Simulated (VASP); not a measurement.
Runs of VASP 6.6.1 on TiO2 (Rutile). The structure is that of space group P4_2/mnm (No. 136), or close to it. The cells are those of the table. 

```tsv
task	cell	cutoff (eV)	gap on the mesh (eV)	pressure (GPa)	largest force (eV/Å)
relaxation of cell and atoms	relaxed from a = 4.592, b = 4.592, c = 2.957 Å, 6 atoms	600	1.81	0.1	0.02
relaxation of cell and atoms	relaxed to 5 GPa from a = 4.592, b = 4.592, c = 2.957 Å, 6 atoms	600	1.84	4.7	0.04
relaxation of cell and atoms	relaxed to 10 GPa from a = 4.592, b = 4.592, c = 2.957 Å, 6 atoms	600	1.86	10.0	-
single point	a = 4.561, b = 4.561, c = 2.940 Å, 6 atoms	520	1.86	10.7	0.02
single point	a = 4.599, b = 4.599, c = 2.952 Å, 6 atoms	520	1.84	(b)	0.02
single point	a = 4.643, b = 4.643, c = 2.964 Å, 6 atoms	520	(c)	0.7	0.03
relaxation of cell and atoms	relaxed to 20 GPa from a = 4.592, b = 4.592, c = 2.957 Å, 6 atoms	600	1.90	20.2	0.04
single point	a = 4.496, b = 4.496, c = 2.918 Å, 6 atoms	520	(a)	20.8	0.02
```

Alike in all rows: level PBE; potentials or basis VASP PAW PBE potentials, release 64 (Ti_sv, O); no spin polarisation; k mesh 4 × 4 × 6; smearing gaussian 0.01 eV.

Task: Estimate the missing entries.

Result: (a) 1.91; (b) 5.7; (c) 1.83.

Caveats: the relaxation stopped at a loose force limit of 0.05 eV/Å, so its end isn't a converged minimum (some runs); the cell is relaxed towards a set pressure, so the enthalpy falls and the energy may rise (some runs).

A k mesh can miss the band edges.
